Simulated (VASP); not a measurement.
A run of VASP 6.6.1 is set up as follows.

The input POSCAR:

```
Co
1.0
    0.0000000000      2.2498724596      2.2498724596
    2.2498724596      0.0000000000      2.2498724596
    2.2498724596      2.2498724596      0.0000000000
Co
2
Direct
    0.0000000000      0.0000000000      0.0000000000
    0.5000000000      0.5000000000      0.5000000000
```

Contents of INCAR.step1:

```
  ALGO = Normal
  EDIFF = 1E-4
  ENCUT = 520
  GGA = PE
  GGA_COMPAT = False
  ISMEAR = -1
  LASPH = True
  LCHARG = False
  LMAXMIX = 4
  LNONCOLLINEAR = True
  LREAL = False
  LSORBIT = True
  LWAVE = True
  MAGMOM = 0 0 -2.018 0 0 -2.018
  NBANDS = 30
  NELM = 150
  PREC = Accurate
  SIGMA = 0.05
```

Contents of INCAR.step2:

```
  ALGO = Normal
  EDIFF = 1E-7
  ENCUT = 520
  GGA_COMPAT = False
  ISIF = 2
  ISMEAR = -1
  ISTART = 1
  LASPH = True
  LCHARG = True
  LMAXMIX = 4
  LMIXTAU = True
  LNONCOLLINEAR = True
  LORBIT = 11
  LORBMOM = True
  LREAL = False
  LSORBIT = True
  LVHAR = True
  LWAVE = False
  MAGMOM = 0 0 -2.018 0 0 -2.018
  METAGGA = R2SCAN
  NBANDS = 30
  NELM = 150
  PREC = Accurate
  SIGMA = 0.05
```

File KPOINTS:

```
k-points
0
Gamma
  12 12 12
```

Potentials or basis: VASP PAW PBE potentials, release 64 (Co).

The run is started by

```sh
$ cat potpaw_PBE.64/Co/POTCAR > POTCAR
$ cp INCAR.step1 INCAR
$ mpirun -np 1 vasp_ncl > vasp.out
$ cp INCAR.step2 INCAR
$ mpirun -np 1 vasp_ncl > vasp.out
```

**Question.** Predict the pressure.

**Answer.** 19.3 GPa.

**Question.** Estimate the net moment.

**Answer.** 3.89 μB per cell.

Moments on the atoms (μB; x, y, z):
```
Co   0.00  0.00 -1.98
Co   0.00  0.00 -1.98
```

Caveat: the cell stands under pressure; the PAW data sets were made with another functional, which shifts forces and pressure a little.
